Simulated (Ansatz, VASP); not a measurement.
# Pt in VASP and in Ansatz

```
Pt
1.0
    -3.12088    0.00000    0.00000
     0.00000   -3.12088    0.00000
     0.00000    0.00000    9.76265
Pt
6
Direct
  0.50000 0.50000 0.07990
  0.00000 0.00000 0.87909
  0.50000 0.50000 0.39958
  0.00000 0.00000 0.23974
  0.50000 0.50000 0.71925
  0.00000 0.00000 0.55942
```

Alike in both runs: task single point; functional PBEsol; k mesh 14 × 14 × 5; occupations gaussian, width 0.15 eV; no spin polarisation.

|  | VASP | Ansatz |
| --- | --- | --- |
| version | VASP 6.6.1 | Ansatz 0.2.0 |
| potentials or method | VASP PAW PBE potentials, release 64 (Pt), cutoff 520 eV | scalar-relativistic, plane waves, PAW |
| valence electrons in the cell | 60 | 108 |

```tsv
	VASP	Ansatz	Ansatz less VASP
gap on the k mesh at the Fermi level (eV)	none	none	-
pressure (GPa)	-8.0	-7.6	+0.35
traceless stress, the component that is largest in VASP (GPa)	0.81	0.81	-0.003
rms of the force components (eV/Å)	0.424	0.427	+0.0034
```

VASP's potentials were made for PBE, not for PBEsol, and Ansatz warns of the same on its side. Atom by atom the forces differ by 0.003 eV/Å (rms over components). A gap of «none» marks a metal or a gap that the smearing closes. The functional is the same, so the differences come from potentials, cutoffs and numerics. VASP's potentials hold 60 valence electrons a cell and Ansatz's 108, so a difference there can come from the potentials and not from the codes.

Spin-orbit coupling is off throughout.
